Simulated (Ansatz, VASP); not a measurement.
**Two plane-wave programs on B4TePd**

```
B Te Pd
1.0
     0.00000    3.62333    3.62333
     3.62333    0.00000    3.62333
     3.62333    3.62333    0.00000
B Te Pd
4 1 1
Direct
  0.81685 0.81685 0.81685
  0.81685 0.81685 0.54945
  0.81685 0.54945 0.81685
  0.54945 0.81685 0.81685
  0.25000 0.25000 0.25000
  0.50000 0.50000 0.50000
```

Alike in both runs: task single point; functional PBE; k mesh 4 × 4 × 4; occupations gaussian, width 0.1 eV; no spin polarisation.

```csv
,VASP,Ansatz
version,VASP 6.6.1,Ansatz 0.2.0
potentials or method,"VASP PAW PBE potentials, release 64 (B, Te, Pd), cutoff 520 eV","scalar-relativistic, plane waves, PAW"
valence electrons in the cell,28,46
```

|  | VASP | Ansatz | Ansatz less VASP |
| --- | --- | --- | --- |
| gap on the k mesh at the Fermi level (eV) | 0.03 | 0.03 | +0.001 |
| least direct gap on the mesh (eV) | 0.25 | 0.25 | -0.001 |
| pressure (GPa) | 27.1 | 26.7 | -0.40 |
| rms of the force components (eV/Å) | 8.637 | 8.511 | -0.1260 |

Atom by atom the forces differ by 0.126 eV/Å (rms over components). VASP's potentials hold 28 valence electrons a cell and Ansatz's 46, so a difference there can come from the potentials and not from the codes.

Spin-orbit coupling is off throughout.
